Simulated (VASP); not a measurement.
# Cs (P6_3/mmc) in VASP: further runs

Runs on Cs. Level: PBEsol. Tasks: single point.

Program: VASP 6.6.1. These are calculated values, not measurements. Logs are shortened: lines on timing, memory, paths and dates and some standing lists are left out, and cuts for length are marked.

### Step 1. The cell of the first run

The structure is hexagonal, space group P6_3/mmc (No. 194). The conventional cell has a = 5.368 Å, b = 5.368 Å, c = 8.773 Å, α = 90.00°, β = 90.00°, γ = 120.00°.

This isn't the form of Cs at room conditions, which is bcc.

### Step 2. Single point, PBEsol

The input, INCAR:

```
  PREC = Accurate
  ENCUT = 500
  EDIFF = 1E-6
  ISMEAR = 0
  SIGMA = 0.1
  LREAL = False
  LASPH = True
  NELM = 120
  ALGO = Normal
  ISIF = 2
  LWAVE = False
  LCHARG = True
  GGA = PS
  LELF = True
  LVHAR = True
  NBANDS = 16
  GGA_COMPAT = False
```

The input, KPOINTS:

```
Automatic mesh
0
Gamma
  12 12 6
```

The input, POSCAR:

```
Cs
1.0
    5.3683973016      0.0000000000      0.0000000000
   -2.6841986508      4.6491684408      0.0000000000
    0.0000000000      0.0000000000      8.7733990654
Cs
2
Direct
    0.3333333333      0.6666666667      0.2500000000
    0.6666666667      0.3333333333      0.7500000000
```

Potentials or basis: VASP PAW PBE potentials, release 64 (Cs_sv).

Command:

```console
$ cat potpaw_PBE.64/Cs_sv/POTCAR > POTCAR
$ mpirun -np 1 vasp_std > vasp.out
```

OUTCAR:

```text
PREC = Accurate
   ENCUT = 500
   EDIFF = 1E-6
   ISMEAR = 0
   LREAL = False
   LASPH = True
   NELM = 120
   ISIF = 2
   GGA = PS

 ion  position               nearest neighbor table
   1  0.333  0.667  0.250-
   2  0.667  0.333  0.750-

  LATTYP: Found a hexagonal cell.
 ALAT       =     5.3683973016
 C/A-ratio  =     1.6342678406

  Lattice vectors:

 A1 = (   5.3683973016,   0.0000000000,   0.0000000000)
 A2 = (  -2.6841986508,   4.6491684408,   0.0000000000)
 A3 = (   0.0000000000,   0.0000000000,   8.7733990654)

Analysis of symmetry for initial positions (statically):
=====================================================================
 Subroutine PRICEL returns:
 Original cell was already a primitive cell.

 Routine SETGRP: Setting up the symmetry group for a
 hexagonal supercell.

 Subroutine GETGRP returns: Found 24 space group operations
 (whereof 12 operations were pure point group operations)
 out of a pool of 24 trial point group operations.

The static configuration has the point symmetry D_3d.
 The point group associated with its full space group is D_6h.

Analysis of symmetry for dynamics (positions and initial velocities):
=====================================================================
 Subroutine PRICEL returns:
 Original cell was already a primitive cell.

 Routine SETGRP: Setting up the symmetry group for a
 hexagonal supercell.

 Subroutine GETGRP returns: Found 24 space group operations
 (whereof 12 operations were pure point group operations)
 out of a pool of 24 trial point group operations.

The dynamic configuration has the point symmetry D_3d.
 The point group associated with its full space group is D_6h.

 Subroutine INISYM returns: Found 24 space group operations
 (whereof 12 operations are pure point group operations),
 and found     1 'primitive' translations

----------------------------------------------------------------------------------------

                                     Primitive cell

  volume of cell :     218.9716

  direct lattice vectors                    reciprocal lattice vectors
     5.368397302  0.000000000  0.000000000     0.186275334  0.107546114  0.000000000
    -2.684198651  4.649168441  0.000000000     0.000000000  0.215092228  0.000000000
     0.000000000  0.000000000  8.773399065     0.000000000  0.000000000  0.113980909

  length of vectors
     5.368397302  5.368397302  8.773399065     0.215092228  0.215092228  0.113980909

  position of ions in fractional coordinates (direct lattice)
     0.333333333  0.666666667  0.250000000
     0.666666667  0.333333333  0.750000000

  ion indices of the primitive-cell ions
   primitive index   ion index
                 1           1
                 2           2

----------------------------------------------------------------------------------------

 KPOINTS: Automatic mesh

Automatic generation of k-mesh.
 Grid dimensions read from file:
 generate k-points for:   12   12    6

 Generating k-lattice:

  Cartesian coordinates                     Fractional coordinates (reciprocal lattice)
     0.015522944  0.008962176  0.000000000     0.083333333  0.000000000  0.000000000
     0.000000000  0.017924352  0.000000000     0.000000000  0.083333333  0.000000000
     0.000000000  0.000000000  0.018996818     0.000000000  0.000000000  0.166666667

  Length of vectors
     0.017924352  0.017924352  0.018996818

  Shift w.r.t. Gamma in fractional coordinates (k-lattice)
     0.000000000  0.000000000  0.000000000

 Subroutine IBZKPT returns following result:
 ===========================================

 Found     76 irreducible k-points:

 Following reciprocal coordinates:
            Coordinates               Weight
  0.000000  0.000000  0.000000      1.000000
  0.083333  0.000000  0.000000      6.000000
  0.166667  0.000000  0.000000      6.000000
  0.250000  0.000000  0.000000      6.000000
  0.333333  0.000000  0.000000      6.000000
  0.416667  0.000000  0.000000      6.000000
[... 16 lines left out ...]
  0.250000  0.000000  0.166667     12.000000
  0.333333  0.000000  0.166667     12.000000
 [... further k-points ...]
   k-points           NKPTS =     76   k-points in BZ     NKDIM =     76   number of bands    NBANDS=     16
   number of dos      NEDOS =    301   number of ions     NIONS =      2
   total plane-waves  NPLWV = 102400
   dimension x,y,z NGX =    40 NGY =   40 NGZ =   64
   dimension x,y,z NGXF=    80 NGYF=   80 NGZF=  128
   ions per type =               2
   NGX,Y,Z   is equivalent  to a cutoff of  12.39, 12.39, 12.13 a.u.
   NGXF,Y,Z  is equivalent  to a cutoff of  24.77, 24.77, 24.25 a.u.
 SYSTEM =  unknown system
   PREC   = accura    normal or accurate (medium, high low for compatibility)
   ISTART =      0    job   : 0-new  1-cont  2-samecut
   ICHARG =      2    charge: 1-file 2-atom 10-const
   ISPIN  =      1    spin polarized calculation?
   LNONCOLLINEAR =      F non collinear calculations
   LSORBIT =      F    spin-orbit coupling
   LASPH  =      T    aspherical Exc in radial PAW
   ENCUT  =  500.0 eV  36.75 Ry    6.06 a.u.   9.79  9.79 16.00*2*pi/ulx,y,z
   NELM   =    120;   NELMIN=  2; NELMDL= -5     # of ELM steps
   EDIFF  = 0.1E-05   stopping-criterion for ELM
   LREAL  =      F    real-space projection
   EDIFFG = 0.1E-04   stopping-criterion for IOM
   NSW    =      0    number of steps for IOM
   IBRION =     -1    ionic relax: 0-MD 1-quasi-New 2-CG
   NFREE  =      0    steps in history (QN), initial steepest desc. (CG)
   ISIF   =      2    stress and relaxation
   ISYM   =      2    0-nonsym 1-usesym 2-fastsym
   POTIM  = 0.5000    time-step for ionic-motion
   TEBEG  =    0.0;   TEEND  =   0.0 temperature during run
   PSTRESS=    0.0 pullay stress
   NELECT =      18.0000    total number of electrons
   NUPDOWN=      -1.0000    fix difference up-down
   EMIN   =  10.00;   EMAX   =-10.00  energy-range for DOS
   EFERMI =   0.00;   METHOD = LEGACY
   ISMEAR =     0;   SIGMA  =   0.10  broadening in eV -4-tet -1-fermi 0-gaus
   EFERMI_NEDOS =   21; number of points for ismear=-14 and -15
   IALGO  =     38    algorithm
   IMIX   =      4    mixing-type and parameters
     AMIX     =   0.40;   BMIX     =  1.00
     AMIX_MAG =   1.60;   BMIX_MAG =  1.00
  volume/ion in A,a.u.               =     109.49       738.85
  Fermi-wavevector in a.u.,A,eV,Ry     =   0.711819  1.345143  6.893890  0.506687
  Thomas-Fermi vector in A             =   1.799031
   LORBIT       =      0    0 simple, 1 ext, 2 COOP (PROOUT), +10 PAW based schemes
   GGA     = PS    functional components
   LHFCALC =     F    Hartree Fock is set to
   AEXX    =    0.0000 exact exchange contribution
   IVDW    =     0    specifies the selected vdW correction
   LEPSILON=     F    determine dielectric tensor
   LRPA    =     F    only Hartree local field effects (RPA)
 non-spin polarized calculation
 Gauss-broadening in eV      SIGMA  =   0.10
  energy-cutoff  :      500.00
  volume of cell :      218.97
 maximum number of plane-waves:      5599
 NGX is ok and might be reduce to    40
   NGX = 19   NGY = 19   NGZ = 31

 number of electron      18.0000001 magnetization

 Free energy of the ion-electron system (eV)
  ---------------------------------------------------
  ext. energy  EPLUGINS =         0.00000000
  ---------------------------------------------------
  free energy    TOTEN  =        -1.89154402 eV

  energy without entropy =       -1.87746447  energy(sigma->0) =       -1.88450425

 E-fermi :   0.4850     XC(G=0):  -5.6054

 val. band max:        0.4742925889   @ k =   0.1667   0.0000   0.1667
 cond. band min:       0.4896614466   @ k =   0.2500   0.2500   0.3333
 fundamental gap:      0.0153688578
 Fermi energy:         0.4850209166

 k-point     1 :       0.0000    0.0000    0.0000
  band No.  band energies     occupation
      1     -23.3165      2.00000
      2     -23.3088      2.00000
      3     -10.1913      2.00000
      4     -10.0517      2.00000
      5     -10.0517      2.00000
      6     -10.0298      2.00000
[... 8 lines left out ...]
     15       3.2477      0.00000
     16       3.2477      0.00000

 k-point     2 :       0.0833    0.0000    0.0000
  band No.  band energies     occupation
      1     -23.3160      2.00000
      2     -23.3086      2.00000
      3     -10.1877      2.00000
      4     -10.0601      2.00000
      5     -10.0544      2.00000
      6     -10.0386      2.00000
[... 8 lines left out ...]
     15       3.1265      0.00000
     16       3.3159      0.00000

 k-point     3 :       0.1667    0.0000    0.0000
  band No.  band energies     occupation
      1     -23.3147      2.00000
      2     -23.3080      2.00000
      3     -10.1774      2.00000
      4     -10.0830      2.00000
      5     -10.0619      2.00000
      6     -10.0614      2.00000
[... 8 lines left out ...]
     15       3.1664      0.00000
     16       3.2893      0.00000

 k-point     4 :       0.2500    0.0000    0.0000
  band No.  band energies     occupation
      1     -23.3129      2.00000
      2     -23.3072      2.00000
      3     -10.1620      2.00000
      4     -10.1144      2.00000
      5     -10.0929      2.00000
      6     -10.0707      2.00000
[... 8 lines left out ...]
     15       3.1349      0.00000
     16       3.4897      0.00000
[... 324 lines left out ...]
 k-point    22 :       0.1667    0.0000    0.1667
  band No.  band energies     occupation
      1     -23.3143      2.00000
      2     -23.3084      2.00000
      3     -10.1696      2.00000
      4     -10.0804      2.00000
      5     -10.0686      2.00000
      6     -10.0596      2.00000
[... 8 lines left out ...]
     15       3.1024      0.00000
     16       3.3223      0.00000

 k-point    23 :       0.2500    0.0000    0.1667
  band No.  band energies     occupation
      1     -23.3125      2.00000
      2     -23.3076      2.00000
      3     -10.1593      2.00000
      4     -10.1090      2.00000
      5     -10.0980      2.00000
      6     -10.0687      2.00000
[... 8 lines left out ...]
     15       3.1357      0.00000
     16       3.4689      0.00000

 k-point    24 :       0.3333    0.0000    0.1667
  band No.  band energies     occupation
      1     -23.3107      2.00000
      2     -23.3069      2.00000
      3     -10.1598      2.00000
      4     -10.1324      2.00000
      5     -10.1191      2.00000
      6     -10.0775      2.00000
[... 8 lines left out ...]
     15       3.0181      0.00000
     16       3.7587      0.00000

 [... further k-points ...]

------------------------ aborting loop because EDIFF is reached ----------------------------------------

  FORCE on cell =-STRESS in cart. coord.  units (eV):
  Direction    XX          YY          ZZ          XY          YZ          ZX
  --------------------------------------------------------------------------------------
  -------------------------------------------------------------------------------------
  Total       -0.0035974     -0.0035974     -0.0430143      0.0000000     -0.0000000      0.0000000
  in kB       -0.0263217     -0.0263217     -0.3147279      0.0000000     -0.0000000      0.0000000
  external PRESSURE =      -0.1224571 kB  Pullay stress =       0.0000000 kB

 VOLUME and BASIS-vectors are now :
 -----------------------------------------------------------------------------
  energy-cutoff  :      500.00
  volume of cell :      218.97
      direct lattice vectors                 reciprocal lattice vectors
     5.368397302  0.000000000  0.000000000     0.186275334  0.107546114  0.000000000
    -2.684198651  4.649168441  0.000000000     0.000000000  0.215092228  0.000000000
     0.000000000  0.000000000  8.773399065     0.000000000  0.000000000  0.113980909

 POSITION                                       TOTAL-FORCE (eV/Angst)
 -----------------------------------------------------------------------------------
     -0.00000      3.09945      2.19335        -0.000000     -0.000000      0.000000
      2.68420      1.54972      6.58005         0.000000      0.000000      0.000000
 -----------------------------------------------------------------------------------
    total drift:                               -0.000000      0.000000     -0.000000

  FREE ENERGIE OF THE ION-ELECTRON SYSTEM (eV)
  ---------------------------------------------------
  free  energy   TOTEN  =        -1.8915440198 eV

  energy  without entropy=       -1.8774644718  energy(sigma->0) =       -1.88450425
```

Run time: 3.4 min. Hardware: 1 thread of Intel Xeon Platinum 8259CL at 2.50GHz (Skylake/Cascade Lake), shared host; peak memory 0.41 GiB.

Results:

```
Free energy            : -1.8915 eV
Pressure               : 0.0 GPa
Band gap on the k mesh : zero (bands 9 and 10 overlap by 1.89 eV)
```

Caveat: the PAW data sets were made with another functional, which shifts forces and pressure a little; spin-orbit coupling is left out, which moves the levels of the heavy elements.

(Part 1 of 2 ends here.)

The gap in the log of VASP goes by the Fermi energy; the results here count the filled bands.